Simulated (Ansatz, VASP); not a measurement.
**Two plane-wave programs on Ge8Mo3W**

```
CELL_PARAMETERS angstrom
2.35824 -4.14372 0.00000
2.35824 4.14372 0.00000
0.00000 0.00000 9.44705
ATOMIC_POSITIONS crystal
Ge 0.66213 0.33787 0.75045
Ge 0.16205 0.83795 0.50000
Ge 0.66213 0.33787 0.24955
Ge 0.16181 0.83819 0.00000
Ge 0.33787 0.66213 0.75045
Ge 0.83795 0.16205 0.50000
Ge 0.33787 0.66213 0.24955
Ge 0.83819 0.16181 0.00000
Mo 0.00000 0.00000 0.75048
Mo 0.00000 0.00000 0.24952
Mo 0.50000 0.50000 0.00000
W 0.50000 0.50000 0.50000
```

Alike in both runs: functional PBE; k mesh 4 × 4 × 2; occupations gaussian, width 0.1 eV; no spin polarisation.

Ansatz relaxed the structure, and its values are those at the end. VASP's run is a single point on that final structure, the one shown.

|  | VASP | Ansatz |
| --- | --- | --- |
| version | VASP 6.6.1 | Ansatz 0.2.0 |
| potentials or method | VASP PAW PBE potentials, release 64 (Ge_d, Mo_sv, W_sv), cutoff 520 eV | scalar-relativistic, plane waves, PAW |
| valence electrons in the cell | 168 | 168 |

|  | VASP | Ansatz | Ansatz less VASP |
| --- | --- | --- | --- |
| gap on the k mesh at the Fermi level (eV) | none | none | - |
| pressure (GPa) | 0.2 | 0.0 | -0.24 |
| rms of the force components (eV/Å) | 0.005 | 0.002 | -0.0024 |

A gap of «none» marks a metal or a gap that the smearing closes.

The k mesh is coarse, so the values compare programs but aren't converged. Spin-orbit coupling is off throughout.
